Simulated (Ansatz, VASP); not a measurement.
# Sc3Al: VASP beside Ansatz

```
CELL_PARAMETERS angstrom
4.42690 0.00000 0.00000
0.00000 4.42690 0.00000
0.00000 0.00000 4.42690
ATOMIC_POSITIONS crystal
Sc 0.50000 0.00000 0.50000
Sc 0.00000 0.50000 0.50000
Sc 0.50000 0.50000 0.00000
Al 0.00000 0.00000 0.00000
```

Alike in both runs: functional r2SCAN; k mesh 10 × 10 × 10; occupations gaussian, width 0.1 eV; no spin polarisation.

Ansatz relaxed the structure, and its values are those at the end. VASP's run is a single point on that final structure, the one shown.

```csv
,VASP,Ansatz
version,VASP 6.6.1,Ansatz 0.2.0
potentials or method,"VASP PAW PBE potentials, release 64 (Sc_sv, Al), cutoff 520 eV","scalar-relativistic, plane waves, PAW"
valence electrons in the cell,36,36
```

|  | VASP | Ansatz | Ansatz less VASP |
| --- | --- | --- | --- |
| gap on the k mesh at the Fermi level (eV) | none | none | - |
| pressure (GPa) | 0.2 | 0.0 | -0.18 |

VASP's potentials were made for PBE, not for r2SCAN. A gap of «none» marks a metal or a gap that the smearing closes.
